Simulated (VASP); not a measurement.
CsBaPt3: single point with PBE

The system is CsBaPt3.

```
CELL_PARAMETERS angstrom
7.07189 0.00000 0.00000
-3.53594 6.12443 0.00000
0.00000 0.00000 6.04188
ATOMIC_POSITIONS crystal
Cs 0.33333 0.66667 0.75000
Cs 0.66667 0.33333 0.25000
Ba 0.00000 0.00000 0.50000
Ba 0.00000 0.00000 0.00000
Pt 0.14600 0.29200 0.25000
Pt 0.85400 0.14600 0.75000
Pt 0.85400 0.70800 0.75000
Pt 0.14600 0.85400 0.25000
Pt 0.70800 0.85400 0.25000
Pt 0.29200 0.14600 0.75000
```

```yaml
Program: VASP 6.6.1
Task: single point
Functional: PBE
Potentials_or_basis: VASP PAW PBE potentials, release 64 (Cs_sv, Ba_sv, Pt)
Cutoff: 520 eV
k_mesh: 3 × 3 × 4
Occupations: gaussian, width 0.1 eV
Spin: no spin polarisation
Dipole_correction: no
Further_INCAR_settings: ALGO = Fast; EDIFF = 1e-06; NBANDS = 60
```

```json
{"Pressure": "46.2 GPa", "Largest force": "12.104 eV/Å", "Band gap on the k mesh": "zero (bands 49 and 50 overlap by 0.92 eV)"}
```

Forces on the atoms (eV/Å):
```
Cs    0.000   0.000   0.000
Cs    0.000   0.000   0.000
Ba    0.000   0.000   0.000
Ba    0.000   0.000   0.000
Pt    0.000  12.104   0.000
Pt  -10.483   6.052   0.000
Pt    0.000 -12.104   0.000
Pt   10.483  -6.052   0.000
Pt  -10.483  -6.052   0.000
Pt   10.483   6.052   0.000
```

Stress tensor (GPa, compression positive):
```
38.51  0.00  0.00
 0.00 38.51  0.00
 0.00  0.00 61.45
```

Levels at points of the mesh, in eV from the Fermi level:
```tsv
k point	band 46	band 47	band 48	band 49	band 50	band 51	band 52	band 53
(0.00, 0.00, 0.00)	-0.69	-0.63	-0.63	-0.60	-0.42	1.00	1.00	1.84
(0.00, 0.00, 0.50)	-1.44	-0.94	-0.94	0.50	0.50	0.50	0.50	3.21
```

Run time: 2.2 min on 1 thread of AMD EPYC 9R45 (Zen 5) (shared host), peak memory 0.39 GiB.

Caveat: the stress differs along the axes, from 39 to 61 GPa; spin-orbit coupling is left out, which moves the levels of the heavy elements; forces of over 1 eV/Å act on the atoms, so gaps and moduli don't describe the material at rest.
